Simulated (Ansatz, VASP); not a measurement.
**One calculation of SiO2, two programs**

```xyz
6
Lattice="4.3148 0.0000 0.0000 0.0000 4.3148 0.0000 0.0000 0.0000 2.3891" Properties=species:S:1:pos:R:3 pbc="T T T"
Si    2.1574    2.1574    1.1945
Si    0.0000    0.0000    0.0000
O     2.9963    2.9963    0.0000
O     0.8389    3.4759    1.1945
O     1.3185    1.3185    0.0000
O     3.4759    0.8389    1.1945
```

Alike in both runs: task single point; functional LDA; k mesh 6 × 6 × 10; occupations gaussian, width 0.05 eV; no spin polarisation.

|  | VASP | Ansatz |
| --- | --- | --- |
| version | VASP 6.6.1 | Ansatz 0.2.0 |
| potentials or method | VASP PAW LDA potentials, release 64 (Si, O), cutoff 520 eV | scalar-relativistic, plane waves, PAW |
| valence electrons in the cell | 32 | 32 |

|  | VASP | Ansatz | Ansatz less VASP |
| --- | --- | --- | --- |
| gap on the k mesh at the Fermi level (eV) | 6.40 | 6.42 | +0.022 |
| least direct gap on the mesh (eV) | 6.40 | 6.42 | +0.022 |
| pressure (GPa) | 25.3 | 24.0 | -1.35 |
| traceless stress, the component that is largest in VASP (GPa) | 63.04 | 61.81 | -1.236 |
| rms of the force components (eV/Å) | 0.192 | 0.241 | +0.0490 |

Ansatz warns that its potentials were made for another functional, while VASP's fit it. LDA's correlation is that of Perdew and Zunger in VASP and of Perdew and Wang (1992) in Ansatz. Atom by atom the forces differ by 0.049 eV/Å (rms over components).
